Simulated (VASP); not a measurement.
# H22CO11 in VASP: single point with r2SCAN+D3(BJ)

Aim: the single point of H22CO11 with r2SCAN+D3(BJ).

Program: VASP 6.6.1. These are calculated values, not measurements. Logs are shortened: lines on timing, memory, paths and dates and some standing lists are left out, and cuts for length are marked.

**1. The cell of the first run**

The cell holds a disordered packing, 34 atoms: a = 6.875 Å, b = 6.875 Å, c = 6.875 Å, α = 90.00°, β = 90.00°, γ = 90.00°.

**2. Single point, r2SCAN+D3(BJ)**

POSCAR

```
H22CO11
1.0
    6.8746390000      0.0000000000      0.0000000000
    0.0000000000      6.8746390000      0.0000000000
    0.0000000000      0.0000000000      6.8746390000
O H C
11 22 1
Direct
    0.4509957781      0.1751635257      0.3288184379
    0.0969085355      0.4380213037      0.5543799311
    0.8507220050      0.7105033451      0.7059950521
    0.7736231591     -0.0082271588      0.1761731852
    0.4286695957      0.8003726803      0.0459497348
    0.6330178660      0.5192097330      0.3095848959
    0.2661016260      0.7731850189      0.4226656388
   -0.0149437676      0.6475103872      0.1546047166
    0.9554277266      0.2919128867      0.9636642570
    0.1524744868     -0.0322913112      0.7939280868
    0.5452731043      0.3401967591      0.8987097081
    0.3285333471      0.1883425767      0.2617525887
    0.5153028550      0.3024886977      0.3122909167
    0.1119550557      0.3265795245      0.6379342873
   -0.0025878128      0.5192500051      0.6177068631
    0.7895710016      0.7679287801      0.5939240732
    0.9505028698      0.8045765782      0.7458999018
    0.6599285428      0.0486160490      0.2409962517
    0.8440295697      0.1025162071      0.1224158982
    0.5477031615      0.8766625007      0.0412511346
    0.3820134759      0.8163707485      0.1789304722
    0.7708406979      0.5316409011      0.2763992908
    0.5681413887      0.5833817137      0.2016293783
    0.2435261588      0.8715490754      0.5215892899
    0.2438998230      0.6480941636      0.4864539655
   -0.0949550904      0.7630160001      0.1339141105
    0.0813735932      0.6908677391      0.2492553715
    0.9864134961      0.4181903840      1.0221186872
    0.8247621163      0.3102274545      0.9149919378
    0.2494627496     -0.0872018466      0.8824110525
    0.0999281609      0.0811958580      0.8603152582
    0.4648719428      0.5822489601      0.7540198627
    0.4794400705      0.3456973186      0.6135451866
    0.4946131107      0.4237024411      0.7520334766
```

INCAR.step1

```
PREC = Accurate
ENCUT = 1100
ISMEAR = -1
SIGMA = 0.02
LREAL = Auto
LASPH = True
NELM = 120
NBANDS = 69
GGA = PE
ALGO = Normal
EDIFF = 1E-5
LWAVE = True
LCHARG = False
GGA_COMPAT = False
```

INCAR.step2

```
PREC = Accurate
ENCUT = 1100
EDIFF = 1E-6
ISMEAR = -1
SIGMA = 0.02
LREAL = Auto
LASPH = True
NELM = 120
ALGO = Normal
ISIF = 2
LWAVE = False
LCHARG = False
METAGGA = R2SCAN
LMIXTAU = True
IVDW = 12
VDW_S6 = 1.0
VDW_S8 = 0.78981345
VDW_A1 = 0.49484001
VDW_A2 = 5.73083694
NBANDS = 69
ISTART = 1
GGA_COMPAT = False
```

KPOINTS

```
Automatic mesh
0
Gamma
  1 1 1
```

Potentials or basis: VASP PAW PBE potentials, release 64 (O_h, H_h, C_h).

Run with:

```sh
$ cat potpaw_PBE.64/O_h/POTCAR potpaw_PBE.64/H_h/POTCAR potpaw_PBE.64/C_h/POTCAR > POTCAR
$ cp INCAR.step1 INCAR
$ mpirun -np 1 vasp_gam > vasp.out
$ cp INCAR.step2 INCAR
$ mpirun -np 1 vasp_gam > vasp.out
```

OUTCAR:

```text
PREC = Accurate
   ENCUT = 1100
   EDIFF = 1E-6
   ISMEAR = -1
   LREAL = Auto
   LASPH = True
   NELM = 120
   ISIF = 2
   METAGGA = R2SCAN
   IVDW = 12
   ISTART = 1
 IVDW          = 12

 ion  position               nearest neighbor table
   1  0.451  0.175  0.329-  12 0.96  13 0.99
   2  0.097  0.438  0.554-  14 0.96  15 0.98
   3  0.851  0.711  0.706-  16 0.96  17 0.98
   4  0.774  0.992  0.176-  19 0.97  18 0.98
   5  0.429  0.800  0.046-  20 0.97  21 0.98
   6  0.633  0.519  0.310-  23 0.97  22 0.98
   7  0.266  0.773  0.423-  24 0.97  25 0.98
   8  0.985  0.648  0.155-  27 0.98  26 0.98
   9  0.955  0.292  0.964-  29 0.97  28 0.98
  10  0.152  0.968  0.794-  31 0.97  30 0.98
  11  0.545  0.340  0.899-  34 1.21
  12  0.329  0.188  0.262-   1 0.96
  13  0.515  0.302  0.312-   1 0.99
  14  0.112  0.327  0.638-   2 0.96
  15  0.997  0.519  0.618-   2 0.98
  16  0.790  0.768  0.594-   3 0.96
[... 15 lines left out ...]
  32  0.465  0.582  0.754-  34 1.11
  33  0.479  0.346  0.614-  34 1.10
  34  0.495  0.424  0.752-  33 1.10  32 1.11  11 1.21

  LATTYP: Found a simple cubic cell.
 ALAT       =     6.8746390000

  Lattice vectors:

 A1 = (   6.8746390000,   0.0000000000,   0.0000000000)
 A2 = (   0.0000000000,   6.8746390000,   0.0000000000)
 A3 = (   0.0000000000,   0.0000000000,   6.8746390000)

Analysis of symmetry for initial positions (statically):
=====================================================================
 Subroutine PRICEL returns:
 Original cell was already a primitive cell.

 Routine SETGRP: Setting up the symmetry group for a
 simple cubic supercell.

 Subroutine GETGRP returns: Found  1 space group operations
 (whereof  1 operations were pure point group operations)
 out of a pool of 48 trial point group operations.

The static configuration has the point symmetry C_1 .

Analysis of symmetry for dynamics (positions and initial velocities):
=====================================================================
 Subroutine PRICEL returns:
 Original cell was already a primitive cell.

 Routine SETGRP: Setting up the symmetry group for a
 simple cubic supercell.

 Subroutine GETGRP returns: Found  1 space group operations
 (whereof  1 operations were pure point group operations)
 out of a pool of 48 trial point group operations.

The dynamic configuration has the point symmetry C_1 .

 Subroutine INISYM returns: Found  1 space group operations
 (whereof  1 operations are pure point group operations),
 and found     1 'primitive' translations

----------------------------------------------------------------------------------------

                                     Primitive cell

  volume of cell :     324.9000

  direct lattice vectors                    reciprocal lattice vectors
     6.874639000  0.000000000  0.000000000     0.145462184  0.000000000  0.000000000
     0.000000000  6.874639000  0.000000000     0.000000000  0.145462184  0.000000000
     0.000000000  0.000000000  6.874639000     0.000000000  0.000000000  0.145462184

  length of vectors
     6.874639000  6.874639000  6.874639000     0.145462184  0.145462184  0.145462184

  position of ions in fractional coordinates (direct lattice)
     0.450995778  0.175163526  0.328818438
     0.096908535  0.438021304  0.554379931
     0.850722005  0.710503345  0.705995052
     0.773623159  0.991772841  0.176173185
     0.428669596  0.800372680  0.045949735
     0.633017866  0.519209733  0.309584896
[... 26 lines left out ...]
     0.479440070  0.345697319  0.613545187
     0.494613111  0.423702441  0.752033477

  ion indices of the primitive-cell ions
   primitive index   ion index
                 1           1
                 2           2
                 3           3
                 4           4
                 5           5
                 6           6
[... 26 lines left out ...]
                33          33
                34          34

----------------------------------------------------------------------------------------

 KPOINTS: Automatic mesh

Automatic generation of k-mesh.
 Grid dimensions read from file:
 generate k-points for:    1    1    1

 Generating k-lattice:

  Cartesian coordinates                     Fractional coordinates (reciprocal lattice)
     0.145462184  0.000000000  0.000000000     1.000000000  0.000000000  0.000000000
     0.000000000  0.145462184  0.000000000     0.000000000  1.000000000  0.000000000
     0.000000000  0.000000000  0.145462184     0.000000000  0.000000000  1.000000000

  Length of vectors
     0.145462184  0.145462184  0.145462184

  Shift w.r.t. Gamma in fractional coordinates (k-lattice)
     0.000000000  0.000000000  0.000000000

 Subroutine IBZKPT returns following result:
 ===========================================

 Found      1 irreducible k-points:

 Following reciprocal coordinates:
            Coordinates               Weight
  0.000000  0.000000  0.000000      1.000000
   k-points           NKPTS =      1   k-points in BZ     NKDIM =      1   number of bands    NBANDS=     69
   number of dos      NEDOS =    301   number of ions     NIONS =     34
   total plane-waves  NPLWV = 512000
   dimension x,y,z NGX =    80 NGY =   80 NGZ =   80
   dimension x,y,z NGXF=   160 NGYF=  160 NGZF=  160
   ions per type =              11  22   1
   NGX,Y,Z   is equivalent  to a cutoff of  19.35, 19.35, 19.35 a.u.
   NGXF,Y,Z  is equivalent  to a cutoff of  38.69, 38.69, 38.69 a.u.
 SYSTEM =  unknown system
   PREC   = accura    normal or accurate (medium, high low for compatibility)
   ISTART =      1    job   : 0-new  1-cont  2-samecut
   ICHARG =      0    charge: 1-file 2-atom 10-const
   ISPIN  =      1    spin polarized calculation?
   LNONCOLLINEAR =      F non collinear calculations
   LSORBIT =      F    spin-orbit coupling
   LASPH  =      T    aspherical Exc in radial PAW
   ENCUT  = 1100.0 eV  80.85 Ry    8.99 a.u.  18.59 18.59 18.59*2*pi/ulx,y,z
   NELM   =    120;   NELMIN=  2; NELMDL=  0     # of ELM steps
   EDIFF  = 0.1E-05   stopping-criterion for ELM
   LREAL  =      T    real-space projection
   EDIFFG = 0.1E-04   stopping-criterion for IOM
   NSW    =      0    number of steps for IOM
[... 5 lines left out ...]
   TEBEG  =    0.0;   TEEND  =   0.0 temperature during run
   PSTRESS=    0.0 pullay stress
   NELECT =      92.0000    total number of electrons
   NUPDOWN=      -1.0000    fix difference up-down
   EMIN   =  10.00;   EMAX   =-10.00  energy-range for DOS
   EFERMI =   0.00;   METHOD = LEGACY
   ISMEAR =    -1;   SIGMA  =   0.02  broadening in eV -4-tet -1-fermi 0-gaus
   EFERMI_NEDOS =   21; number of points for ismear=-14 and -15
   IALGO  =     38    algorithm
   IMIX   =      4    mixing-type and parameters
     AMIX     =   0.40;   BMIX     =  1.00
     AMIX_MAG =   1.60;   BMIX_MAG =  1.00
  volume/ion in A,a.u.               =       9.56        64.49
  Fermi-wavevector in a.u.,A,eV,Ry     =   1.075031  2.031513 15.724131  1.155691
  Thomas-Fermi vector in A             =   2.210876
   LORBIT       =      0    0 simple, 1 ext, 2 COOP (PROOUT), +10 PAW based schemes
   METAGGA = R2SCAN    functional components
   LHFCALC =     F    Hartree Fock is set to
   AEXX    =    0.0000 exact exchange contribution
   IVDW    =    12    specifies the selected vdW correction
   LEPSILON=     F    determine dielectric tensor
   LRPA    =     F    only Hartree local field effects (RPA)
 non-spin polarized calculation
  energy-cutoff  :     1100.00
  volume of cell :      324.90
 maximum number of plane-waves:     13481
 NGX is ok and might be reduce to    80
   NGX = 37   NGY = 37   NGZ = 37

 number of electron      92.0000001 magnetization

 Free energy of the ion-electron system (eV)
  ---------------------------------------------------
  ext. energy  EPLUGINS =         0.00000000
  ---------------------------------------------------
  free energy    TOTEN  =      -183.15544030 eV

  energy without entropy =     -183.15544030  energy(sigma->0) =     -183.15544030

 E-fermi :  -2.1388     XC(G=0):  -7.4282

 val. band max:       -2.7190343524   @ k =   0.0000   0.0000   0.0000
 cond. band min:       1.4277571592   @ k =   0.0000   0.0000   0.0000
 fundamental gap:      4.1467915117
 Fermi energy:        -2.1387909083

 k-point     1 :       0.0000    0.0000    0.0000
  band No.  band energies     occupation
      1     -24.3478      2.00000
      2     -23.6024      2.00000
      3     -23.3290      2.00000
      4     -23.2182      2.00000
      5     -23.1071      2.00000
      6     -23.0397      2.00000
[... 50 lines left out ...]
     57       7.2447      0.00000
     58       7.5597      0.00000
 [bands above 58 left out]

------------------------ aborting loop because EDIFF is reached ----------------------------------------

 Edisp (eV)   -0.63231

 E8    (eV) :    -0.0931

  FORCE on cell =-STRESS in cart. coord.  units (eV):
  Direction    XX          YY          ZZ          XY          YZ          ZX
  --------------------------------------------------------------------------------------
  -------------------------------------------------------------------------------------
  Total      -0.94574    -1.52555    -0.62037     0.04262    -0.40323     0.32333
  in kB      -4.66372    -7.52292    -3.05925     0.21016    -1.98845     1.59442
  external pressure =       -5.08 kB  Pullay stress =        0.00 kB

 VOLUME and BASIS-vectors are now :
 -----------------------------------------------------------------------------
  energy-cutoff  :     1100.00
  volume of cell :      324.90
      direct lattice vectors                 reciprocal lattice vectors
     6.874639000  0.000000000  0.000000000     0.145462184  0.000000000  0.000000000
     0.000000000  6.874639000  0.000000000     0.000000000  0.145462184  0.000000000
     0.000000000  0.000000000  6.874639000     0.000000000  0.000000000  0.145462184

 POSITION                                       TOTAL-FORCE (eV/Angst)
 -----------------------------------------------------------------------------------
      3.10043      1.20419      2.26051        -0.089415     -0.009147     -0.004183
      0.66621      3.01124      3.81116         0.043355     -0.025947      0.004109
      5.84841      4.88445      4.85346         0.059491      0.020645      0.033491
      5.31838      6.81808      1.21113        -0.000597      0.031287     -0.029529
      2.94695      5.50227      0.31589        -0.031058      0.050423     -0.019391
      4.35177      3.56938      2.12828         0.079480     -0.008560     -0.000924
[... 26 lines left out ...]
      3.29598      2.37654      4.21790        -0.015300      0.007508     -0.056699
      3.40029      2.91280      5.16996         0.111485      0.273462      0.079246
 -----------------------------------------------------------------------------------
    total drift:                                0.000345      0.002240     -0.004832

  FREE ENERGIE OF THE ION-ELECTRON SYSTEM (eV)
  ---------------------------------------------------
  free  energy   TOTEN  =      -183.7877543528 eV

  energy  without entropy=     -183.7877543528  energy(sigma->0) =     -183.78775435
```

Wall time 5.4 min (1 thread of Intel Xeon Platinum 8488C (Sapphire Rapids), shared host); peak memory 1.1 GiB.

What came out:

```yaml
Free_energy: -183.7878 eV
Pressure: -0.5 GPa
Largest_force: 0.306 eV/Å
Band_gap_on_the_k_mesh: 4.15 eV
Dispersion_energy_per_atom: -0.019 eV
```

Forces on the atoms (eV/Å):
```
O   -0.089 -0.009 -0.004
O    0.043 -0.026  0.004
O    0.059  0.021  0.033
O   -0.001  0.031 -0.030
O   -0.031  0.050 -0.019
O    0.079 -0.009 -0.001
O   -0.033  0.090  0.011
O   -0.041 -0.019 -0.060
O    0.105 -0.025  0.015
O   -0.115  0.081 -0.090
O    0.016 -0.001 -0.018
H    0.128 -0.043  0.022
H    0.047  0.064  0.001
H   -0.003  0.032 -0.017
H   -0.019  0.006 -0.005
H   -0.101 -0.031 -0.094
H    0.004 -0.013  0.032
H    0.007  0.009  0.003
H   -0.033 -0.057  0.004
H    0.047 -0.016 -0.007
H   -0.053 -0.011  0.056
H   -0.064 -0.019  0.032
H   -0.006  0.001 -0.005
H    0.004 -0.084 -0.063
H    0.007 -0.014  0.035
H    0.036 -0.011  0.014
H   -0.021  0.006  0.009
H    0.027  0.037  0.061
H   -0.131 -0.020 -0.049
H    0.112 -0.103  0.124
H   -0.011 -0.001 -0.015
H   -0.068 -0.199 -0.003
H   -0.015  0.008 -0.057
C    0.111  0.273  0.079
```

Stress tensor (GPa, compression positive):
```
-0.47  0.02  0.16
 0.02 -0.75 -0.20
 0.16 -0.20 -0.31
```

Levels at points of the mesh, in eV from the valence-band top:
```
           k point  band 44  band 45  band 46  band 47  band 48  band 49
(0.00, 0.00, 0.00)    -1.23    -1.14     0.00     4.15     4.82     7.50
```

Caveat: the k points lie up to 0.91 Å⁻¹ apart; the PAW data sets were made with another functional, which shifts forces and pressure a little.
